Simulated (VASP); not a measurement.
# Rh (Fm-3m) in VASP: further runs

Rh is run at these levels: PBE; tasks: single point.

Everything below comes from runs of VASP 6.6.1. Logs are shortened: lines on timing, memory, paths and dates and some standing lists are left out, and cuts for length are marked.

## (1) The cell of the first run

Symmetry: Fm-3m, No. 225, cubic system. Conventional cell: a = 3.796 Å, b = 3.796 Å, c = 3.796 Å, α = 90.00°, β = 90.00°, γ = 90.00°. Within 3.5 Å of Rh (site symmetry m-3m) lie 12 Rh at 2.68 Å.

## (2) Single point, PBE

Contents of INCAR:

```
PREC     = Accurate       # precision mode
ENCUT    = 520            # plane-wave cutoff, eV
EDIFF    = 1E-6           # SCF threshold, eV
ISMEAR   = -1             # smearing method
SIGMA    = 0.3            # smearing width, eV
LREAL    = False          # projectors in reciprocal space
LASPH    = True           # aspherical terms in the spheres
NELM     = 60             # most SCF steps
ALGO     = Normal         # electronic algorithm
ISIF     = 2              # what is computed and relaxed
LWAVE    = False          # write WAVECAR
LCHARG   = False          # write CHGCAR
GGA      = PE             # functional
NBANDS   = 14             # bands
```

Contents of KPOINTS:

```
regular mesh
0
Gamma
  13 13 13
```

Contents of POSCAR:

```
Rh
1.0
    2.6839650000      0.0000000000      0.0000000000
    1.3419825000      2.3243818729      0.0000000000
    1.3419825000      0.7747939576      2.1914482458
Rh
1
Direct
    0.0000000000      0.0000000000      0.0000000000
```

Potentials or basis: VASP PAW PBE potentials, release 64 (Rh_pv).

Started as:

```
$ cat potpaw_PBE.64/Rh_pv/POTCAR > POTCAR
$ mpirun -np 1 vasp_std > vasp.out
```

OUTCAR:

```text
PREC = Accurate
   ENCUT = 520
   EDIFF = 1E-6
   ISMEAR = -1
   LREAL = False
   LASPH = True
   NELM = 60
   ISIF = 2
   GGA = PE

 ion  position               nearest neighbor table
   1  0.000  0.000  0.000-

  LATTYP: Found a face centered cubic cell.
 ALAT       =     3.7956997040

  Lattice vectors:

 A1 = (   2.6839650000,   0.0000000000,   0.0000000000)
 A2 = (   1.3419825000,   2.3243818729,   0.0000000000)
 A3 = (   1.3419825000,   0.7747939576,   2.1914482458)

Analysis of symmetry for initial positions (statically):
=====================================================================
 Subroutine PRICEL returns:
 Original cell was already a primitive cell.

 Routine SETGRP: Setting up the symmetry group for a
 face centered cubic supercell.

 Subroutine GETGRP returns: Found 48 space group operations
 (whereof 48 operations were pure point group operations)
 out of a pool of 48 trial point group operations.

The static configuration has the point symmetry O_h .

Analysis of symmetry for dynamics (positions and initial velocities):
=====================================================================
 Subroutine PRICEL returns:
 Original cell was already a primitive cell.

 Routine SETGRP: Setting up the symmetry group for a
 face centered cubic supercell.

 Subroutine GETGRP returns: Found 48 space group operations
 (whereof 48 operations were pure point group operations)
 out of a pool of 48 trial point group operations.

The dynamic configuration has the point symmetry O_h .

 Subroutine INISYM returns: Found 48 space group operations
 (whereof 48 operations are pure point group operations),
 and found     1 'primitive' translations

----------------------------------------------------------------------------------------

                                     Primitive cell

  volume of cell :      13.6715

  direct lattice vectors                    reciprocal lattice vectors
     2.683965000  0.000000000  0.000000000     0.372583100 -0.215110953 -0.152106414
     1.341982500  2.324381873  0.000000000     0.000000000  0.430221906 -0.152106414
     1.341982500  0.774793958  2.191448246     0.000000000  0.000000000  0.456319241

  length of vectors
     2.683965000  2.683965000  2.683965000     0.456319241  0.456319241  0.456319241

  position of ions in fractional coordinates (direct lattice)
     0.000000000  0.000000000  0.000000000

  ion indices of the primitive-cell ions
   primitive index   ion index
                 1           1

----------------------------------------------------------------------------------------

 KPOINTS: regular mesh

Automatic generation of k-mesh.
 Grid dimensions read from file:
 generate k-points for:   13   13   13

 Generating k-lattice:

  Cartesian coordinates                     Fractional coordinates (reciprocal lattice)
     0.028660238 -0.016546996 -0.011700493     0.076923077  0.000000000 -0.000000000
     0.000000000  0.033093993 -0.011700493     0.000000000  0.076923077  0.000000000
     0.000000000  0.000000000  0.035101480     0.000000000  0.000000000  0.076923077

  Length of vectors
     0.035101480  0.035101480  0.035101480

  Shift w.r.t. Gamma in fractional coordinates (k-lattice)
     0.000000000  0.000000000  0.000000000

 Subroutine IBZKPT returns following result:
 ===========================================

 Found     84 irreducible k-points:

 Following reciprocal coordinates:
            Coordinates               Weight
  0.000000  0.000000  0.000000      1.000000
  0.076923  0.000000  0.000000      8.000000
  0.153846 -0.000000 -0.000000      8.000000
  0.230769 -0.000000 -0.000000      8.000000
  0.307692 -0.000000 -0.000000      8.000000
  0.384615 -0.000000  0.000000      8.000000
[... 16 lines left out ...]
  0.384615  0.153846  0.000000     24.000000
  0.461538  0.153846  0.000000     24.000000
 [... further k-points ...]
   k-points           NKPTS =     84   k-points in BZ     NKDIM =     84   number of bands    NBANDS=     14
   number of dos      NEDOS =    301   number of ions     NIONS =      1
   total plane-waves  NPLWV =   8000
   dimension x,y,z NGX =    20 NGY =   20 NGZ =   20
   dimension x,y,z NGXF=    40 NGYF=   40 NGZF=   40
   ions per type =               1
   NGX,Y,Z   is equivalent  to a cutoff of  12.39, 12.39, 12.39 a.u.
   NGXF,Y,Z  is equivalent  to a cutoff of  24.78, 24.78, 24.78 a.u.
 SYSTEM =  unknown system
   PREC   = accura    normal or accurate (medium, high low for compatibility)
   ISTART =      0    job   : 0-new  1-cont  2-samecut
   ICHARG =      2    charge: 1-file 2-atom 10-const
   ISPIN  =      1    spin polarized calculation?
   LNONCOLLINEAR =      F non collinear calculations
   LSORBIT =      F    spin-orbit coupling
   LASPH  =      T    aspherical Exc in radial PAW
   ENCUT  =  520.0 eV  38.22 Ry    6.18 a.u.   4.99  4.99  4.99*2*pi/ulx,y,z
   NELM   =     60;   NELMIN=  2; NELMDL= -5     # of ELM steps
   EDIFF  = 0.1E-05   stopping-criterion for ELM
   LREAL  =      F    real-space projection
   EDIFFG = 0.1E-04   stopping-criterion for IOM
   NSW    =      0    number of steps for IOM
   IBRION =     -1    ionic relax: 0-MD 1-quasi-New 2-CG
   NFREE  =      0    steps in history (QN), initial steepest desc. (CG)
   ISIF   =      2    stress and relaxation
   ISYM   =      2    0-nonsym 1-usesym 2-fastsym
   POTIM  = 0.5000    time-step for ionic-motion
   TEBEG  =    0.0;   TEEND  =   0.0 temperature during run
   PSTRESS=    0.0 pullay stress
   NELECT =      15.0000    total number of electrons
   NUPDOWN=      -1.0000    fix difference up-down
   EMIN   =  10.00;   EMAX   =-10.00  energy-range for DOS
   EFERMI =   0.00;   METHOD = LEGACY
   ISMEAR =    -1;   SIGMA  =   0.30  broadening in eV -4-tet -1-fermi 0-gaus
   EFERMI_NEDOS =   21; number of points for ismear=-14 and -15
   IALGO  =     38    algorithm
   IMIX   =      4    mixing-type and parameters
     AMIX     =   0.40;   BMIX     =  1.00
     AMIX_MAG =   1.60;   BMIX_MAG =  1.00
  volume/ion in A,a.u.               =      13.67        92.26
  Fermi-wavevector in a.u.,A,eV,Ry     =   1.688496  3.190795 38.790471  2.851019
  Thomas-Fermi vector in A             =   2.770792
   LORBIT       =      0    0 simple, 1 ext, 2 COOP (PROOUT), +10 PAW based schemes
   GGA     = PE    functional components
   LHFCALC =     F    Hartree Fock is set to
   AEXX    =    0.0000 exact exchange contribution
   IVDW    =     0    specifies the selected vdW correction
   LEPSILON=     F    determine dielectric tensor
   LRPA    =     F    only Hartree local field effects (RPA)
 non-spin polarized calculation
  energy-cutoff  :      520.00
  volume of cell :       13.67
 maximum number of plane-waves:       379
   NGX =  9   NGY =  9   NGZ =  9

 number of electron      15.0000007 magnetization

 Free energy of the ion-electron system (eV)
  ---------------------------------------------------
  ext. energy  EPLUGINS =         0.00000000
  ---------------------------------------------------
  free energy    TOTEN  =        -7.45099343 eV

  energy without entropy =       -7.06053454  energy(sigma->0) =       -7.25576399

 E-fermi :  11.9891     XC(G=0): -14.0646

 val. band max:       11.9736277050   @ k =  -0.4615   0.3077   0.1538
 cond. band min:      11.9962067933   @ k =  -0.1538   0.1538   0.0000
 fundamental gap:      0.0225790883
 Fermi energy:        11.9891460892

 k-point     1 :       0.0000    0.0000    0.0000
  band No.  band energies     occupation
      1     -34.3451      2.00000
      2     -34.3451      2.00000
      3     -34.3451      2.00000
      4       4.0079      2.00000
      5       8.9275      1.99993
      6       8.9275      1.99993
      7       8.9275      1.99993
      8      11.0285      1.92183
      9      11.0285      1.92183
     10      28.0041      0.00000
     11      32.5828      0.00000
     12      33.4873      0.00000
     13      33.4873      0.00000
     14      33.4873      0.00000

 k-point     2 :       0.0769    0.0000    0.0000
  band No.  band energies     occupation
      1     -34.3894      2.00000
      2     -34.3510      2.00000
      3     -34.3510      2.00000
      4       4.2461      2.00000
      5       8.8237      1.99995
      6       9.0194      1.99990
      7       9.0194      1.99990
      8      10.9782      1.93350
      9      10.9782      1.93350
     10      28.3477      0.00000
     11      32.2611      0.00000
     12      32.5861      0.00000
     13      33.8377      0.00000
     14      33.8377      0.00000

 k-point     3 :       0.1538   -0.0000   -0.0000
  band No.  band energies     occupation
      1     -34.5112      2.00000
      2     -34.3675      2.00000
      3     -34.3675      2.00000
      4       4.8940      2.00000
      5       8.6174      1.99997
      6       9.2203      1.99980
      7       9.2203      1.99980
      8      10.9170      1.94543
      9      10.9170      1.94543
     10      29.1359      0.00000
     11      30.0929      0.00000
     12      32.5831      0.00000
     13      34.8220      0.00000
     14      34.8220      0.00000
[... 324 lines left out ...]
 k-point    23 :       0.3846    0.1538    0.0000
  band No.  band energies     occupation
      1     -34.8987      2.00000
      2     -34.4933      2.00000
      3     -34.4803      2.00000
      4       6.5547      2.00000
      5       8.3677      1.99999
      6       8.9589      1.99992
      7       9.7709      1.99877
      8      12.3840      0.42286
      9      12.8827      0.09682
     10      24.7911      0.00000
     11      29.4436      0.00000
     12      31.8186      0.00000
     13      32.5798      0.00000
     14      33.6757      0.00000

 k-point    24 :       0.4615    0.1538    0.0000
  band No.  band energies     occupation
      1     -34.9985      2.00000
      2     -34.5300      2.00000
      3     -34.4874      2.00000
      4       6.4787      2.00000
      5       8.3596      1.99999
      6       9.5609      1.99939
      7       9.5806      1.99935
      8      12.6632      0.19124
      9      14.6100      0.00032
     10      22.1682      0.00000
     11      28.6404      0.00000
     12      31.6282      0.00000
     13      32.5154      0.00000
     14      32.6338      0.00000

 [... further k-points ...]

------------------------ aborting loop because EDIFF is reached ----------------------------------------

  FORCE on cell =-STRESS in cart. coord.  units (eV):
  Direction    XX          YY          ZZ          XY          YZ          ZX
  --------------------------------------------------------------------------------------
  -------------------------------------------------------------------------------------
  Total        0.9684584      0.9684584      0.9684584      0.0000000     -0.0000000      0.0000000
  in kB      113.4948146    113.4948146    113.4948146      0.0000000     -0.0000000      0.0000000
  external PRESSURE =     113.4948146 kB  Pullay stress =       0.0000000 kB

 VOLUME and BASIS-vectors are now :
 -----------------------------------------------------------------------------
  energy-cutoff  :      520.00
  volume of cell :       13.67
      direct lattice vectors                 reciprocal lattice vectors
     2.683965000  0.000000000  0.000000000     0.372583100 -0.215110953 -0.152106414
     1.341982500  2.324381873  0.000000000     0.000000000  0.430221906 -0.152106414
     1.341982500  0.774793958  2.191448246     0.000000000  0.000000000  0.456319241

 POSITION                                       TOTAL-FORCE (eV/Angst)
 -----------------------------------------------------------------------------------
      0.00000      0.00000      0.00000        -0.000000      0.000000      0.000000
 -----------------------------------------------------------------------------------
    total drift:                               -0.000000     -0.000000     -0.000000

  FREE ENERGIE OF THE ION-ELECTRON SYSTEM (eV)
  ---------------------------------------------------
  free  energy   TOTEN  =        -7.4509934339 eV

  energy  without entropy=       -7.0605345448  energy(sigma->0) =       -7.25576399
```

Wall time 18 s (1 thread of AMD EPYC, shared host); peak memory 0.1 GiB.

Results:

* Free energy: -7.4510 eV
* Pressure: 11.3 GPa

Levels at points of the mesh, in eV from the Fermi level:
| k point | band 3 | band 4 | band 5 | band 6 | band 7 | band 8 | band 9 | band 10 | band 11 | band 12 |
| --- | --- | --- | --- | --- | --- | --- | --- | --- | --- | --- |
| (0.00, 0.00, 0.00) | -46.33 | -7.98 | -3.06 | -3.06 | -3.06 | -0.96 | -0.96 | 16.01 | 20.59 | 21.50 |

## (3) Single point, PBE

Contents of INCAR:

```
SYSTEM = Rh
PREC = Accurate
ENCUT = 520
EDIFF = 1E-6
ISMEAR = -1
SIGMA = 0.2
LREAL = .False.
LASPH = .True.
NELM = 100
ALGO = Normal
ISIF = 2
LWAVE = .False.
LCHARG = .False.
GGA = PE
NBANDS = 14
```

Contents of KPOINTS:

```
Automatic mesh
0
Gamma
  13 13 13
  0 0 0
```

POSCAR is that of step 2.

Potentials or basis: VASP PAW PBE potentials, release 64 (Rh_pv).

Started as:

```
$ cat potpaw_PBE.64/Rh_pv/POTCAR > POTCAR
$ mpirun -np 1 vasp_std > vasp.out
```

OUTCAR:

```text
SYSTEM = Rh
   PREC = Accurate
   ENCUT = 520
   EDIFF = 1E-6
   ISMEAR = -1
   LREAL = .False.
   LASPH = .True.
   NELM = 100
   ISIF = 2
   GGA = PE

 ion  position               nearest neighbor table
   1  0.000  0.000  0.000-

  LATTYP: Found a face centered cubic cell.
 ALAT       =     3.7956997040

  Lattice vectors:

 A1 = (   2.6839650000,   0.0000000000,   0.0000000000)
 A2 = (   1.3419825000,   2.3243818729,   0.0000000000)
 A3 = (   1.3419825000,   0.7747939576,   2.1914482458)

Analysis of symmetry for initial positions (statically):
=====================================================================
 Subroutine PRICEL returns:
 Original cell was already a primitive cell.

 Routine SETGRP: Setting up the symmetry group for a
 face centered cubic supercell.

 Subroutine GETGRP returns: Found 48 space group operations
 (whereof 48 operations were pure point group operations)
 out of a pool of 48 trial point group operations.

The static configuration has the point symmetry O_h .

[... 166 lines left out ...]
      1     -34.3637      2.00000
      2     -34.3637      2.00000
      3     -34.3637      2.00000
      4       4.0075      2.00000
      5       8.9151      2.00000
      6       8.9151      2.00000
      7       8.9151      2.00000
      8      11.0181      1.98461
      9      11.0181      1.98461
     10      28.0017      0.00000
     11      32.5523      0.00000
     12      33.4904      0.00000
     13      33.4904      0.00000
     14      33.4904      0.00000
[... 377 lines left out ...]
      1     -35.0165      2.00000
      2     -34.5485      2.00000
      3     -34.5059      2.00000
      4       6.4705      2.00000
      5       8.3521      2.00000
      6       9.5522      1.99999
      7       9.5702      1.99999
      8      12.6495      0.07133
      9      14.6023      0.00000
     10      22.1617      0.00000
     11      28.6407      0.00000
     12      31.6250      0.00000
     13      32.4981      0.00000
     14      32.6160      0.00000

 [... further k-points ...]

------------------------ aborting loop because EDIFF is reached ----------------------------------------

  FORCE on cell =-STRESS in cart. coord.  units (eV):
  Direction    XX          YY          ZZ          XY          YZ          ZX
  --------------------------------------------------------------------------------------
  -------------------------------------------------------------------------------------
  Total        0.7959740      0.7959740      0.7959740      0.0000000     -0.0000000      0.0000000
  in kB       93.2811573     93.2811573     93.2811573      0.0000000     -0.0000000      0.0000000
  external PRESSURE =      93.2811573 kB  Pullay stress =       0.0000000 kB

 VOLUME and BASIS-vectors are now :
 -----------------------------------------------------------------------------
  energy-cutoff  :      520.00
  volume of cell :       13.67
      direct lattice vectors                 reciprocal lattice vectors
     2.683965000  0.000000000  0.000000000     0.372583100 -0.215110953 -0.152106414
     1.341982500  2.324381873  0.000000000     0.000000000  0.430221906 -0.152106414
     1.341982500  0.774793958  2.191448246     0.000000000  0.000000000  0.456319241

 POSITION                                       TOTAL-FORCE (eV/Angst)
 -----------------------------------------------------------------------------------
      0.00000      0.00000      0.00000        -0.000000     -0.000000      0.000000
 -----------------------------------------------------------------------------------
    total drift:                               -0.000000     -0.000000     -0.000000

  FREE ENERGIE OF THE ION-ELECTRON SYSTEM (eV)
  ---------------------------------------------------
  free  energy   TOTEN  =        -7.3412463006 eV

  energy  without entropy=       -7.1639479484  energy(sigma->0) =       -7.25259712
```

OSZICAR:

```text
N       E                     dE             d eps       ncg     rms          rms(c)
DAV:   1     0.121383993746E+03    0.12138E+03   -0.88822E+03  2364   0.115E+03
DAV:   2    -0.618467498453E+01   -0.12757E+03   -0.12203E+03  2646   0.341E+02
DAV:   3    -0.782151291436E+01   -0.16368E+01   -0.16344E+01  2760   0.421E+01
DAV:   4    -0.782768217838E+01   -0.61693E-02   -0.61690E-02  2706   0.266E+00
DAV:   5    -0.782773734396E+01   -0.55166E-04   -0.55165E-04  2730   0.220E-01    0.104E+01
DAV:   6    -0.736127687975E+01    0.46646E+00   -0.77149E-01  2484   0.122E+01    0.378E+00
DAV:   7    -0.734473321313E+01    0.16544E-01   -0.16482E-02  2724   0.160E+00    0.178E+00
DAV:   8    -0.734137038012E+01    0.33628E-02   -0.31660E-03  2490   0.757E-01    0.209E-01
DAV:   9    -0.734124546686E+01    0.12491E-03   -0.77766E-05  2502   0.121E-01    0.108E-02
DAV:  10    -0.734124630057E+01   -0.83370E-06   -0.29486E-06  2646   0.213E-02
   1 F= -.73412463E+01 E0= -.72525971E+01  d E =-.177298E+00
```

stdout:

```text
POSCAR found type information on POSCAR Rh
 POSCAR found :  1 types and       1 ions
 scaLAPACK will be used
 LDA part: xc-table for (Slater+PW92), standard interpolation
 POSCAR, INCAR and KPOINTS ok, starting setup
 FFT: planning ... GRIDC
 FFT: planning ... GRID_SOFT
 FFT: planning ... GRID
 WAVECAR not read
 entering main loop
```

It took 20 s on 1 thread of AMD EPYC, shared host; peak memory 0.1 GiB.

What came out:

```yaml
Free_energy: -7.3412 eV
Pressure: 9.3 GPa
```

(Continued in part 2 of 2.)
